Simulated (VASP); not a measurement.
Gd: single point with r2SCAN

Crystal: Gd.

```
Gd
1.0
    -1.80709    1.80709    1.80709
     1.80709   -1.80709    1.80709
     1.80709    1.80709   -1.80709
Gd
1
Cartesian
  0.0000 0.0000 0.0000
```

This isn't the form of Gd at room conditions, which is hcp.

```json
{"Program": "VASP 6.6.1", "Task": "single point", "Functional": "r2SCAN", "Potentials or basis": "VASP PAW PBE potentials, release 64 (Gd)", "Cutoff": "520 eV", "k mesh": "9 × 9 × 9", "Occupations": "fermi-dirac, width 0.05 eV", "Spin": "collinear spin, ferromagnetic start", "Starting moments": "[7.0] μB", "Dipole correction": "no", "Further INCAR settings": "ALGO = Normal; EDIFF = 1e-06; NBANDS = 19"}
```

```json
{"Pressure": "20.1 GPa", "Net moment": "7.84 μB per cell", "Site moments": "Gd +7.13 μB", "Valence electrons inside the program's atomic spheres": "Gd 15.44"}
```

Levels at points of the mesh, in eV from the Fermi level:
Spin up:
```
           k point  band 9  band 10  band 11  band 12  band 13  band 14  band 15  band 16  band 17  band 18
(0.00, 0.00, 0.00)   -4.93    -4.93    -4.93    -4.86     1.49     1.49     1.49     4.68     4.68    12.40
```
Spin down:
```
           k point  band 2  band 3  band 4  band 5  band 6  band 7  band 8  band 9
(0.00, 0.00, 0.00)  -19.59  -19.59  -19.59   -4.09    1.68    1.68    1.68    2.38
```

It took 2.9 min on 1 thread of Oxide Virtual Turin-like Processor (shared host), peak memory 0.14 GiB.

Caveat: the cell stands under pressure; the PAW data sets were made with another functional, which shifts forces and pressure a little; spin-orbit coupling is left out, which moves the levels of the heavy elements; semilocal functionals describe open f shells poorly, which spoils levels, moments and volumes. The state reached can hang on the start; a lower one may exist.
